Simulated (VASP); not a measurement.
GaAs:

```xyz
2
Lattice="0.0000 2.8268 2.8268 2.8268 0.0000 2.8268 2.8268 2.8268 0.0000" Properties=species:S:1:pos:R:3 pbc="T T T"
As    4.2403    4.2403    4.2403
Ga    0.0000    0.0000    0.0000
```

* Program: VASP 6.6.1
* Task: relaxation of cell and atoms
* Functional: HF
* Potentials or basis: VASP PAW PBE potentials, release 64 (As, Ga_d)
* Cutoff: 600 eV
* k mesh: 4 × 4 × 4
* Occupations: fermi-dirac, width 0.05 eV
* Spin: no spin polarisation

At the start: pressure 3.4 GPa; volume 22.59 Å³/atom.

Task: How do energy, volume and symmetry change on relaxing?

Result: Over 7 steps the energy falls by 9.2 meV/atom and the volume is 23.46 Å³/atom (+3.9 %); space group F-43m (No. 216, to 0.1 Å) before and after.

Step by step:
| step | energy change (eV) | largest force (eV/Å) | pressure (GPa) | volume (Å³) |
| --- | --- | --- | --- | --- |
| 1 | 0.0000 | 0.0000 | 3.43 | 45.18 |
| 2 | -0.0073 | 0.0000 | -2.37 | 48.42 |
| 3 | -0.0183 | 0.0000 | 0.12 | 46.96 |
| 4 | -0.0183 | 0.0000 | -0.20 | 47.03 |
| 5 | -0.0183 | 0.0000 | 0.24 | 46.85 |
| 6 | -0.0183 | 0.0000 | -0.07 | 46.95 |
| 7 | -0.0183 | 0.0000 | 0.07 | 46.93 |

Final structure:
```
As Ga
1.0
     0.00000    2.86281    2.86281
     2.86281    0.00000    2.86281
     2.86281    2.86281    0.00000
As Ga
1 1
Direct
  0.75000 0.75000 0.75000
  0.00000 0.00000 0.00000
```

Caveat: the k points lie up to 0.48 Å⁻¹ apart in the final cell; the PAW data sets were made with another functional, which shifts forces and pressure a little.
